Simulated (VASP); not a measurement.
Input of a VASP 6.6.1 run:

Contents of INCAR:

```
SYSTEM = HfB
ALGO     = Normal         ! electronic algorithm
EDIFF    = 1E-7           ! SCF threshold, eV
ENCUT    = 520            ! plane-wave cutoff, eV
GGA      = PE             ! functional
ISIF     = 2              ! what is computed and relaxed
ISMEAR   = 1              ! smearing method
IVDW     = 12             ! dispersion correction
LASPH    = .TRUE.         ! aspherical terms in the spheres
LCHARG   = .FALSE.        ! write CHGCAR
LREAL    = .FALSE.        ! projectors in reciprocal space
LWAVE    = .FALSE.        ! write WAVECAR
NBANDS   = 14             ! bands
NELM     = 80             ! most SCF steps
PREC     = Accurate       ! precision mode
SIGMA    = 0.1            ! smearing width, eV
```

KPOINTS

```
k-points
0
G
  10 10 10
  0 0 0
```

The input POSCAR:

```
HfB
1.0
    0.0000000000      2.3100000000      2.3100000000
    2.3100000000      0.0000000000      2.3100000000
    2.3100000000      2.3100000000      0.0000000000
Hf B
1 1
Direct
    0.5000000000      0.5000000000      0.5000000000
    0.0000000000      0.0000000000      0.0000000000
```

Potentials or basis: VASP PAW PBE potentials, release 64 (Hf_pv, B).

Launch:

```sh
$ cat potpaw_PBE.64/Hf_pv/POTCAR potpaw_PBE.64/B/POTCAR > POTCAR
$ mpirun -np 1 vasp_std > vasp.out
```

**Question.** Predict the pressure.

**Answer.** 24.9 GPa.

**Question.** Predict the dispersion energy per atom.

**Answer.** -0.400 eV.

Caveat: pairwise dispersion overbinds metals, which lowers pressure and volume.
